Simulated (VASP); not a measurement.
**Al: single point with LDA**

Al:

```
Al
1.0
     0.00000    1.75134    1.75134
     1.75134    0.00000    1.75134
     1.75134    1.75134    0.00000
Al
1
Direct
  0.00000 0.00000 0.00000
```

This cell differs from its parent crystal: volume scaled by 0.68.

```
Program                : VASP 6.6.1
Task                   : single point
Functional             : LDA
Potentials or basis    : VASP PAW LDA potentials, release 64 (Al)
Cutoff                 : 520 eV
k mesh                 : 16 × 16 × 16
Occupations            : fermi-dirac, width 0.08 eV
Spin                   : no spin polarisation
Dipole correction      : no
Further INCAR settings : ALGO = Normal; EDIFF = 1e-07; NBANDS = 8
```

The pressure is 76.3 GPa.

Levels at points of the mesh, in eV from the Fermi level:
```tsv
k point	band 1	band 2	band 3	band 4	band 5	band 6
(0.00, 0.00, 0.00)	-14.32	15.22	15.22	15.22	20.14	20.48
(0.50, 0.00, 0.00)	-6.32	-5.01	13.62	13.62	16.78	16.78
(0.50, 0.50, 0.00)	-3.86	-1.98	5.32	8.05	8.05	14.40
```

Run time: 4 s on 1 thread of Intel(R) Xeon(R) 6975P-C (Granite Rapids) (shared host), peak memory 0.11 GiB.
